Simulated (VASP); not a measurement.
# SiC (F-43m) in VASP: notebook, part 2 of 4

VASP 6.6.1.

### Step 3. Single point, r2SCAN (10.97 Å³/atom)

This run uses another cell than the first one, of 10.97 Å³/atom.

Input file POSCAR:

```
SiC
1.0
    0.0000000000      2.2217363401      2.2217363401
    2.2217363401      0.0000000000      2.2217363401
    2.2217363401      2.2217363401      0.0000000000
Si C
1 1
Direct
    0.0000000000      0.0000000000      0.0000000000
    0.7500000000      0.7500000000      0.7500000000
```

Input file INCAR.step1:

```
ALGO     = Normal         # electronic algorithm
EDIFF    = 1E-5           # SCF threshold, eV
ENCUT    = 660            # plane-wave cutoff, eV
GGA      = PE             # functional
GGA_COMPAT= False        
ISMEAR   = -1             # smearing method
LASPH    = True           # aspherical terms in the spheres
LCHARG   = False          # write CHGCAR
LREAL    = False          # projectors in reciprocal space
LWAVE    = True           # write WAVECAR
NBANDS   = 11             # bands
NELM     = 120            # most SCF steps
PREC     = Accurate       # precision mode
SIGMA    = 0.05           # smearing width, eV
```

Input file INCAR.step2:

```
ALGO     = Normal         # electronic algorithm
EDIFF    = 1E-6           # SCF threshold, eV
ENCUT    = 660            # plane-wave cutoff, eV
GGA_COMPAT= False        
ISIF     = 2              # what is computed and relaxed
ISMEAR   = -1             # smearing method
ISTART   = 1            
LASPH    = True           # aspherical terms in the spheres
LCHARG   = True           # write CHGCAR
LELF     = True           # ELF
LMIXTAU  = True         
LREAL    = False          # projectors in reciprocal space
LVHAR    = True         
LWAVE    = False          # write WAVECAR
METAGGA  = R2SCAN         # meta-GGA
NBANDS   = 11             # bands
NELM     = 120            # most SCF steps
PREC     = Accurate       # precision mode
SIGMA    = 0.05           # smearing width, eV
```

Input file KPOINTS:

```
k-points
0
Gamma
  10 10 10
```

Potentials or basis: VASP PAW PBE potentials, release 64 (Si, C).

On the command line:

```
> cat potpaw_PBE.64/Si/POTCAR potpaw_PBE.64/C/POTCAR > POTCAR
> cp INCAR.step1 INCAR
> mpirun -np 1 vasp_std > vasp.out
> cp INCAR.step2 INCAR
> mpirun -np 1 vasp_std > vasp.out
```

OUTCAR:

```text
EDIFF = 1E-6
   ENCUT = 660
   ISIF = 2
   ISMEAR = -1
   ISTART = 1
   LASPH = True
   LREAL = False
   METAGGA = R2SCAN
   NELM = 120
   PREC = Accurate

 ion  position               nearest neighbor table
   1  0.000  0.000  0.000-   2 1.92   2 1.92   2 1.92   2 1.92
   2  0.750  0.750  0.750-   1 1.92   1 1.92   1 1.92   1 1.92

  LATTYP: Found a face centered cubic cell.
 ALAT       =     4.4434726802

  Lattice vectors:

 A1 = (   0.0000000000,   2.2217363401,   2.2217363401)
 A2 = (   2.2217363401,   0.0000000000,   2.2217363401)
 A3 = (   2.2217363401,   2.2217363401,   0.0000000000)

Analysis of symmetry for initial positions (statically):
=====================================================================
 Subroutine PRICEL returns:
 Original cell was already a primitive cell.

 Routine SETGRP: Setting up the symmetry group for a
 face centered cubic supercell.

 Subroutine GETGRP returns: Found 24 space group operations
 (whereof 24 operations were pure point group operations)
 out of a pool of 48 trial point group operations.

The static configuration has the point symmetry T_d .

Analysis of symmetry for dynamics (positions and initial velocities):
=====================================================================
 Subroutine PRICEL returns:
 Original cell was already a primitive cell.

 Routine SETGRP: Setting up the symmetry group for a
 face centered cubic supercell.

 Subroutine GETGRP returns: Found 24 space group operations
 (whereof 24 operations were pure point group operations)
 out of a pool of 48 trial point group operations.

The dynamic configuration has the point symmetry T_d .

 Subroutine INISYM returns: Found 24 space group operations
 (whereof 24 operations are pure point group operations),
 and found     1 'primitive' translations

----------------------------------------------------------------------------------------
[... 118 lines left out ...]
   METAGGA = R2SCAN    functional components
   LHFCALC =     F    Hartree Fock is set to
   AEXX    =    0.0000 exact exchange contribution
   IVDW    =     0    specifies the selected vdW correction
   LEPSILON=     F    determine dielectric tensor
   LRPA    =     F    only Hartree local field effects (RPA)
 non-spin polarized calculation
  energy-cutoff  :      660.00
  volume of cell :       21.93
 maximum number of plane-waves:       869
 NGX is ok and might be reduce to    28
   NGX = 13   NGY = 13   NGZ = 13

 number of electron       8.0000000 magnetization

 Free energy of the ion-electron system (eV)
  ---------------------------------------------------
  ext. energy  EPLUGINS =         0.00000000
  ---------------------------------------------------
  free energy    TOTEN  =       -19.28043365 eV

  energy without entropy =      -19.28043365  energy(sigma->0) =      -19.28043365

 E-fermi :   8.2352     XC(G=0): -11.6748

 val. band max:        7.3430924709   @ k =   0.0000   0.0000   0.0000
 cond. band min:       9.1045931054   @ k =   0.5000   0.5000   0.0000
 fundamental gap:      1.7615006346
 Fermi energy:         8.2352010378

 k-point     1 :       0.0000    0.0000    0.0000
  band No.  band energies     occupation
      1      -8.3792      2.00000
      2       7.3431      2.00000
      3       7.3431      2.00000
      4       7.3431      2.00000
      5      13.4484      0.00000
      6      14.7710      0.00000
      7      14.7710      0.00000
      8      14.7710      0.00000
      9      22.2017      0.00000
     10      22.2017      0.00000
     11      24.1672      0.00000
[... 309 lines left out ...]
 k-point    24 :       0.4000    0.3000    0.0000
  band No.  band energies     occupation
      1      -5.3017      2.00000
      2       1.5726      2.00000
      3       4.1876      2.00000
      4       4.6892      2.00000
      5      10.5754      0.00000
      6      13.2408      0.00000
      7      19.1875      0.00000
      8      19.5678      0.00000
      9      21.4667      0.00000
     10      25.8700      0.00000
     11      28.8903      0.00000

 [... further k-points ...]

------------------------ aborting loop because EDIFF is reached ----------------------------------------

  FORCE on cell =-STRESS in cart. coord.  units (eV):
  Direction    XX          YY          ZZ          XY          YZ          ZX
  --------------------------------------------------------------------------------------
  -------------------------------------------------------------------------------------
  Total       -1.6908542     -1.6908542     -1.6908542     -0.0000000      0.0000000      0.0000000
  in kB     -123.5120122   -123.5120122   -123.5120122     -0.0000000      0.0000000      0.0000000
  external PRESSURE =    -123.5120122 kB  Pullay stress =       0.0000000 kB

 VOLUME and BASIS-vectors are now :
 -----------------------------------------------------------------------------
  energy-cutoff  :      660.00
  volume of cell :       21.93
      direct lattice vectors                 reciprocal lattice vectors
     0.000000000  2.221736340  2.221736340    -0.225049206  0.225049206  0.225049206
     2.221736340  0.000000000  2.221736340     0.225049206 -0.225049206  0.225049206
     2.221736340  2.221736340  0.000000000     0.225049206  0.225049206 -0.225049206

 POSITION                                       TOTAL-FORCE (eV/Angst)
 -----------------------------------------------------------------------------------
      0.00000      0.00000      0.00000        -0.000000     -0.000000     -0.000000
      3.33260      3.33260      3.33260         0.000000      0.000000      0.000000
 -----------------------------------------------------------------------------------
    total drift:                                0.000000      0.000000      0.000000

  FREE ENERGIE OF THE ION-ELECTRON SYSTEM (eV)
  ---------------------------------------------------
  free  energy   TOTEN  =       -19.2804336469 eV

  energy  without entropy=      -19.2804336465  energy(sigma->0) =      -19.28043365
```

OSZICAR.step1:

```text
N       E                     dE             d eps       ncg     rms          rms(c)
DAV:   1     0.774063718818E+01    0.77406E+01   -0.45889E+03  1042   0.756E+02
DAV:   2    -0.159238312847E+02   -0.23664E+02   -0.22497E+02  1352   0.122E+02
DAV:   3    -0.167329661661E+02   -0.80913E+00   -0.80726E+00  1285   0.187E+01
DAV:   4    -0.167364674495E+02   -0.35013E-02   -0.35011E-02  1202   0.152E+00
DAV:   5    -0.167364840729E+02   -0.16623E-04   -0.16623E-04  1270   0.980E-02    0.822E+00
DAV:   6    -0.150785050310E+02    0.16580E+01   -0.63949E+00  1157   0.110E+01    0.359E+00
DAV:   7    -0.150453978722E+02    0.33107E-01   -0.31922E-01  1235   0.329E+00    0.167E+00
DAV:   8    -0.150380481198E+02    0.73498E-02   -0.19511E-02  1172   0.933E-01    0.172E-01
DAV:   9    -0.150381386022E+02   -0.90482E-04   -0.18099E-03  1309   0.236E-01    0.110E-01
DAV:  10    -0.150382603927E+02   -0.12179E-03   -0.27665E-04  1154   0.992E-02    0.268E-02
DAV:  11    -0.150382632176E+02   -0.28249E-05   -0.51932E-05  1235   0.364E-02
   1 F= -.15038263E+02 E0= -.15038263E+02  d E =-.101408E-07
```

Wall time 91 s (1 thread of Intel Xeon 8259CL, shared host); peak memory 0.16 GiB.

What came out:

- Free energy: -19.2804 eV
- Pressure: -12.4 GPa
- Band gap on the k mesh: 1.76 eV (least direct gap 4.98 eV)

Caveat: the cell stands under tension; the PAW data sets were made with another functional, which shifts forces and pressure a little. A k mesh can miss the band edges.

[end of part 2 of 4]
